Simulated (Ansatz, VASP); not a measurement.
**Nb2Si2O: VASP beside Ansatz**

INCAR

```
PREC = Accurate
ENCUT = 520
EDIFF = 1E-6
ISMEAR = 0
SIGMA = 0.1
LREAL = False
LASPH = True
NELM = 60
ALGO = Normal
ISIF = 2
LWAVE = False
LCHARG = False
GGA = PE
NBANDS = 28
```

KPOINTS

```
regular mesh
0
Gamma
  4 4 4
```

Contents of POSCAR:

```
Nb2Si2O
1.0
    3.0102314000     -3.0853509500      0.0000000000
    3.0102314000      3.0853509500      0.0000000000
    0.0000000000      0.0000000000      3.8446376200
Nb Si O
2 2 1
Direct
    0.0000000000      0.5000000000      0.0000000000
    0.5000000000      0.0000000000      0.0000000000
    0.0000000000      0.0000000000      0.5000000000
    0.5000000000      0.5000000000      0.5000000000
    0.5000000000      0.5000000000      0.0000000000
```

Input for Ansatz:

```yaml
crystal:
  lattice:
    - [3.0102314, -3.08535095, 0.0]
    - [3.0102314, 3.08535095, 0.0]
    - [0.0, 0.0, 3.84463762]
  atoms:
    - { symbol: Nb, position: [0.0, 0.5, 0.0] }
    - { symbol: Nb, position: [0.5, 0.0, 0.0] }
    - { symbol: Si, position: [0.0, 0.0, 0.5] }
    - { symbol: Si, position: [0.5, 0.5, 0.5] }
    - { symbol: O, position: [0.5, 0.5, 0.0] }
basis:
  ecutwfc: 420
kpoints:
  mp_grid: { grid: [4, 4, 4] }
hamiltonian:
  xc: pbe
scf:
  occupations: { method: gaussian, width: 0.1 }
  lower_state_search: "off"
output:
  forces: true
  stress: true
  eigenvalues: true
```

Alike in both runs: task single point; functional PBE; k mesh 4 × 4 × 4; occupations gaussian, width 0.1 eV; no spin polarisation.

```csv
,VASP,Ansatz
version,VASP 6.6.1,Ansatz 0.2.0
potentials or method,"VASP PAW PBE potentials, release 64 (Nb_sv, Si, O), cutoff 520 eV","scalar-relativistic, plane waves, PAW"
valence electrons in the cell,40,40
```

|  | VASP | Ansatz | Ansatz less VASP |
| --- | --- | --- | --- |
| gap on the k mesh at the Fermi level (eV) | none | none | - |
| pressure (GPa) | -0.8 | -0.7 | +0.17 |
| traceless stress, the component that is largest in VASP (GPa) | -4.66 | -4.84 | -0.180 |

A gap of «none» marks a metal or a gap that the smearing closes.

The k mesh is coarse, so the values compare programs but aren't converged.
